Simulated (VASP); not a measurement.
# MgI2 (R-3m) in VASP: single point with PBEsol

Aim: the single point of MgI2 with PBEsol.

Everything below comes from runs of VASP 6.6.1. Logs are shortened: lines on timing, memory, paths and dates and some standing lists are left out, and cuts for length are marked.

**1. The cell of the first run**

It takes space group R-3m (No. 166, trigonal). The conventional cell has a = 4.157 Å, b = 4.157 Å, c = 20.677 Å, α = 90.00°, β = 90.00°, γ = 120.00°. Within 3.8 Å of Mg (site symmetry -3m) lie 6 I at 2.92 Å. Within 3.8 Å of I (site symmetry 3m) lie 3 Mg at 2.92 Å.

**2. Single point, PBEsol**

INCAR reads:

```
SYSTEM = MgI2
PREC = Accurate ; ENCUT = 520
EDIFF = 1E-7 ; ISMEAR = 0
SIGMA = 0.01 ; LREAL = .FALSE.
LASPH = .TRUE. ; NELM = 80
ALGO = Normal ; ISIF = 2
LWAVE = .FALSE. ; LCHARG = .TRUE.
GGA = PS ; LELF = .TRUE.
LVHAR = .TRUE. ; NBANDS = 15
```

KPOINTS reads:

```
Automatic mesh
0
G
  6 6 6
  0 0 0
```

POSCAR reads:

```
MgI2
1.0
    2.0786779714      1.2001252863      6.8923459914
   -2.0786779714      1.2001252863      6.8923459914
    0.0000000000     -2.4002505727      6.8923459914
Mg I
1 2
Direct
    0.0000000000      0.0000000000      0.0000000000
    0.2526882644      0.2526882644      0.2526882644
    0.7473117356      0.7473117356      0.7473117356
```

Potentials or basis: VASP PAW PBE potentials, release 64 (Mg, I).

Launch:

```sh
cat potpaw_PBE.64/Mg/POTCAR potpaw_PBE.64/I/POTCAR > POTCAR
mpirun -np 1 vasp_std > vasp.out
```

OUTCAR:

```text
SYSTEM = MgI2
   PREC = Accurate
   ENCUT = 520
   EDIFF = 1E-7
   ISMEAR = 0
   LREAL = .FALSE.
   LASPH = .TRUE.
   NELM = 80
   ISIF = 2
   GGA = PS

 ion  position               nearest neighbor table
   1  0.000  0.000  0.000-   3 2.92   2 2.92   3 2.92   3 2.92   2 2.92   2 2.92
   2  0.253  0.253  0.253-   1 2.92   1 2.92   1 2.92
   3  0.747  0.747  0.747-   1 2.92   1 2.92   1 2.92

  LATTYP: Found a trigonal (rhomboedric) cell.
 ALAT       =     7.2983310474
 COS(alpha) =     0.8377602362

  Lattice vectors:

 A1 = (   2.0786779714,   1.2001252863,   6.8923459914)
 A2 = (  -2.0786779714,   1.2001252863,   6.8923459914)
 A3 = (   0.0000000000,  -2.4002505727,   6.8923459914)

Analysis of symmetry for initial positions (statically):
=====================================================================
 Subroutine PRICEL returns:
 Original cell was already a primitive cell.

 Routine SETGRP: Setting up the symmetry group for a
 trigonal (rhombohedral) supercell.

 Subroutine GETGRP returns: Found 12 space group operations
 (whereof 12 operations were pure point group operations)
 out of a pool of 12 trial point group operations.

The static configuration has the point symmetry D_3d.

Analysis of symmetry for dynamics (positions and initial velocities):
=====================================================================
 Subroutine PRICEL returns:
 Original cell was already a primitive cell.

 Routine SETGRP: Setting up the symmetry group for a
 trigonal (rhombohedral) supercell.

 Subroutine GETGRP returns: Found 12 space group operations
 (whereof 12 operations were pure point group operations)
 out of a pool of 12 trial point group operations.

The dynamic configuration has the point symmetry D_3d.

 Subroutine INISYM returns: Found 12 space group operations
 (whereof 12 operations are pure point group operations),
 and found     1 'primitive' translations

----------------------------------------------------------------------------------------

                                     Primitive cell

  volume of cell :     103.1649

  direct lattice vectors                    reciprocal lattice vectors
     2.078677971  1.200125286  6.892345991     0.240537499  0.138874390  0.048362826
    -2.078677971  1.200125286  6.892345991    -0.240537499  0.138874390  0.048362826
     0.000000000 -2.400250573  6.892345991     0.000000000 -0.277748779  0.048362826

  length of vectors
     7.298331047  7.298331047  7.298331047     0.281927912  0.281927912  0.281927912

  position of ions in fractional coordinates (direct lattice)
     0.000000000  0.000000000  0.000000000
     0.252688264  0.252688264  0.252688264
     0.747311736  0.747311736  0.747311736

  ion indices of the primitive-cell ions
   primitive index   ion index
                 1           1
                 2           2
                 3           3

----------------------------------------------------------------------------------------

 KPOINTS: Automatic mesh

Automatic generation of k-mesh.
 Grid dimensions read from file:
 generate k-points for:    6    6    6

 Generating k-lattice:

  Cartesian coordinates                     Fractional coordinates (reciprocal lattice)
     0.040089583  0.023145732  0.008060471     0.166666667 -0.000000000 -0.000000000
    -0.040089583  0.023145732  0.008060471    -0.000000000  0.166666667 -0.000000000
     0.000000000 -0.046291463  0.008060471     0.000000000  0.000000000  0.166666667

  Length of vectors
     0.046987985  0.046987985  0.046987985

  Shift w.r.t. Gamma in fractional coordinates (k-lattice)
     0.000000000  0.000000000  0.000000000

 Subroutine IBZKPT returns following result:
 ===========================================

 Found     32 irreducible k-points:

 Following reciprocal coordinates:
            Coordinates               Weight
  0.000000  0.000000  0.000000      1.000000
  0.166667  0.000000 -0.000000      6.000000
  0.333333  0.000000  0.000000      6.000000
  0.500000  0.000000 -0.000000      3.000000
  0.166667  0.166667  0.000000      6.000000
  0.333333  0.166667  0.000000     12.000000
[... 16 lines left out ...]
  0.500000  0.500000  0.166667      6.000000
 -0.333333  0.500000  0.166667     12.000000
 [... further k-points ...]
   k-points           NKPTS =     32   k-points in BZ     NKDIM =     32   number of bands    NBANDS=     15
   number of dos      NEDOS =    301   number of ions     NIONS =      3
   total plane-waves  NPLWV = 157464
   dimension x,y,z NGX =    54 NGY =   54 NGZ =   54
   dimension x,y,z NGXF=   108 NGYF=  108 NGZF=  108
   ions per type =               1   2
   NGX,Y,Z   is equivalent  to a cutoff of  12.30, 12.30, 12.30 a.u.
   NGXF,Y,Z  is equivalent  to a cutoff of  24.60, 24.60, 24.60 a.u.
 SYSTEM =  MgI2
   PREC   = accura    normal or accurate (medium, high low for compatibility)
   ISTART =      0    job   : 0-new  1-cont  2-samecut
   ICHARG =      2    charge: 1-file 2-atom 10-const
   ISPIN  =      1    spin polarized calculation?
   LNONCOLLINEAR =      F non collinear calculations
   LSORBIT =      F    spin-orbit coupling
   LASPH  =      T    aspherical Exc in radial PAW
   ENCUT  =  520.0 eV  38.22 Ry    6.18 a.u.  13.57 13.57 13.57*2*pi/ulx,y,z
   NELM   =     80;   NELMIN=  2; NELMDL= -5     # of ELM steps
   EDIFF  = 0.1E-06   stopping-criterion for ELM
   LREAL  =      F    real-space projection
   EDIFFG = 0.1E-05   stopping-criterion for IOM
   NSW    =      0    number of steps for IOM
   IBRION =     -1    ionic relax: 0-MD 1-quasi-New 2-CG
   NFREE  =      0    steps in history (QN), initial steepest desc. (CG)
   ISIF   =      2    stress and relaxation
   ISYM   =      2    0-nonsym 1-usesym 2-fastsym
   POTIM  = 0.5000    time-step for ionic-motion
   TEBEG  =    0.0;   TEEND  =   0.0 temperature during run
   PSTRESS=    0.0 pullay stress
   NELECT =      16.0000    total number of electrons
   NUPDOWN=      -1.0000    fix difference up-down
   EMIN   =  10.00;   EMAX   =-10.00  energy-range for DOS
   EFERMI =   0.00;   METHOD = LEGACY
   ISMEAR =     0;   SIGMA  =   0.01  broadening in eV -4-tet -1-fermi 0-gaus
   EFERMI_NEDOS =   21; number of points for ismear=-14 and -15
   IALGO  =     38    algorithm
   IMIX   =      4    mixing-type and parameters
     AMIX     =   0.40;   BMIX     =  1.00
     AMIX_MAG =   1.60;   BMIX_MAG =  1.00
  volume/ion in A,a.u.               =      34.39       232.06
  Fermi-wavevector in a.u.,A,eV,Ry     =   0.879571  1.662148 10.526076  0.773645
  Thomas-Fermi vector in A             =   1.999813
   LORBIT       =      0    0 simple, 1 ext, 2 COOP (PROOUT), +10 PAW based schemes
   GGA     = PS    functional components
   LHFCALC =     F    Hartree Fock is set to
   AEXX    =    0.0000 exact exchange contribution
   IVDW    =     0    specifies the selected vdW correction
   LEPSILON=     F    determine dielectric tensor
   LRPA    =     F    only Hartree local field effects (RPA)
 non-spin polarized calculation
 Gauss-broadening in eV      SIGMA  =   0.01
  energy-cutoff  :      520.00
  volume of cell :      103.16
 maximum number of plane-waves:      2809
   NGX = 27   NGY = 27   NGZ = 27

 number of electron      16.0000000 magnetization

 Free energy of the ion-electron system (eV)
  ---------------------------------------------------
  ext. energy  EPLUGINS =         0.00000000
  ---------------------------------------------------
  free energy    TOTEN  =        -8.41733370 eV

  energy without entropy =       -8.41733370  energy(sigma->0) =       -8.41733370

 E-fermi :   2.1997     XC(G=0):  -8.3442

 val. band max:        2.1570245822   @ k =   0.0000   0.0000   0.0000
 cond. band min:       5.3487815600   @ k =   0.5000   0.5000   0.0000
 fundamental gap:      3.1917569778
 Fermi energy:         2.1996738526

 k-point     1 :       0.0000    0.0000    0.0000
  band No.  band energies     occupation
      1      -9.9334      2.00000
      2      -9.2274      2.00000
      3      -1.3886      2.00000
      4       1.7090      2.00000
      5       1.7090      2.00000
      6       2.1007      2.00000
      7       2.1007      2.00000
      8       2.1570      2.00000
      9       5.7332      0.00000
     10       6.7712      0.00000
     11       8.6321      0.00000
     12       8.6321      0.00000
     13       9.7291      0.00000
     14       9.9391      0.00000
     15       9.9391      0.00000

 k-point     2 :       0.1667    0.0000   -0.0000
  band No.  band energies     occupation
      1      -9.7893      2.00000
      2      -9.1605      2.00000
      3      -1.1786      2.00000
      4       0.7638      2.00000
      5       1.1582      2.00000
      6       1.4790      2.00000
      7       1.9340      2.00000
      8       2.0154      2.00000
      9       6.6337      0.00000
     10       7.4551      0.00000
     11       8.2782      0.00000
     12       9.1386      0.00000
     13       9.1538      0.00000
     14      10.4943      0.00000
     15      10.5907      0.00000

 k-point     3 :       0.3333    0.0000    0.0000
  band No.  band energies     occupation
      1      -9.4413      2.00000
      2      -9.0494      2.00000
      3      -0.9730      2.00000
      4      -0.4097      2.00000
      5       0.1370      2.00000
      6       1.1035      2.00000
      7       1.5391      2.00000
      8       1.6159      2.00000
      9       6.2493      0.00000
     10       7.7124      0.00000
     11       8.5542      0.00000
     12       9.4268      0.00000
     13       9.7464      0.00000
     14      10.1983      0.00000
     15      11.2601      0.00000
[... 343 lines left out ...]
 k-point    23 :       0.5000    0.5000    0.1667
  band No.  band energies     occupation
      1      -9.3829      2.00000
      2      -9.1147      2.00000
      3      -1.1476      2.00000
      4      -0.6333      2.00000
      5       0.8639      2.00000
      6       0.9613      2.00000
      7       1.5461      2.00000
      8       1.8127      2.00000
      9       5.8843      0.00000
     10       7.3212      0.00000
     11       7.6996      0.00000
     12       9.1291      0.00000
     13       9.2181      0.00000
     14      11.1195      0.00000
     15      11.8303      0.00000

 k-point    24 :      -0.3333    0.5000    0.1667
  band No.  band energies     occupation
      1      -9.1927      2.00000
      2      -9.0446      2.00000
      3      -1.3618      2.00000
      4      -0.7786      2.00000
      5       0.2846      2.00000
      6       0.8294      2.00000
      7       1.2698      2.00000
      8       1.5262      2.00000
      9       6.0568      0.00000
     10       7.6072      0.00000
     11       8.0366      0.00000
     12       8.6770      0.00000
     13       9.6874      0.00000
     14      10.9642      0.00000
     15      12.0896      0.00000

 [... further k-points ...]
[... 5 lines left out ...]
  --------------------------------------------------------------------------------------
  -------------------------------------------------------------------------------------
  Total       -0.2786604     -0.2786604     -0.0637590      0.0000000      0.0000000      0.0000000
  in kB       -4.3276653     -4.3276653     -0.9901930      0.0000000      0.0000000      0.0000000
  external PRESSURE =      -3.2151745 kB  Pullay stress =       0.0000000 kB

 VOLUME and BASIS-vectors are now :
 -----------------------------------------------------------------------------
  energy-cutoff  :      520.00
  volume of cell :      103.16
      direct lattice vectors                 reciprocal lattice vectors
     2.078677971  1.200125286  6.892345991     0.240537499  0.138874390  0.048362826
    -2.078677971  1.200125286  6.892345991    -0.240537499  0.138874390  0.048362826
     0.000000000 -2.400250573  6.892345991     0.000000000 -0.277748779  0.048362826

 POSITION                                       TOTAL-FORCE (eV/Angst)
 -----------------------------------------------------------------------------------
      0.00000      0.00000      0.00000         0.000000      0.000000      0.000000
      0.00000     -0.00000      5.22484         0.000000     -0.000000      0.068397
      0.00000     -0.00000     15.45219         0.000000      0.000000     -0.068397
 -----------------------------------------------------------------------------------
    total drift:                               -0.000000     -0.000000      0.000000

  FREE ENERGIE OF THE ION-ELECTRON SYSTEM (eV)
  ---------------------------------------------------
  free  energy   TOTEN  =        -8.4173336955 eV

  energy  without entropy=       -8.4173336955  energy(sigma->0) =       -8.41733370
```

Run time: 2.5 min. Hardware: 1 thread of Intel Xeon Platinum 8259CL at 2.50GHz (Skylake/Cascade Lake), shared host; peak memory 0.39 GiB.

What came out:

| Quantity | Value |
| --- | --- |
| Free energy | -8.4173 eV |
| Pressure | -0.3 GPa |
| Largest force | 0.068 eV/Å |
| Band gap on the k mesh | 3.19 eV, indirect (least direct gap 3.58 eV) |

Forces in eV/Å, atoms in the order of the input:
```
Mg   0.000  0.000  0.000
I    0.000  0.000  0.068
I    0.000  0.000 -0.068
```

Stress tensor (GPa, compression positive):
```
-0.43  0.00  0.00
 0.00 -0.43  0.00
 0.00  0.00 -0.10
```

Levels at points of the mesh, in eV from the valence-band top:
| k point | band 6 | band 7 | band 8 | band 9 | band 10 | band 11 |
| --- | --- | --- | --- | --- | --- | --- |
| (0.00, 0.00, 0.00) | -0.06 | -0.06 | 0.00 | 3.58 | 4.61 | 6.48 |
| (0.50, 0.00, 0.00) | -1.24 | -1.21 | -0.69 | 3.76 | 5.33 | 6.28 |
| (0.50, 0.50, 0.00) | -1.32 | -0.45 | -0.42 | 3.19 | 4.90 | 5.00 |
| (0.50, 0.50, 0.50) | -0.35 | -0.18 | -0.18 | 4.54 | 4.77 | 6.64 |

Caveat: the PAW data sets were made with another functional, which shifts forces and pressure a little; spin-orbit coupling is left out, which moves the levels of the heavy elements. A k mesh can miss the band edges.
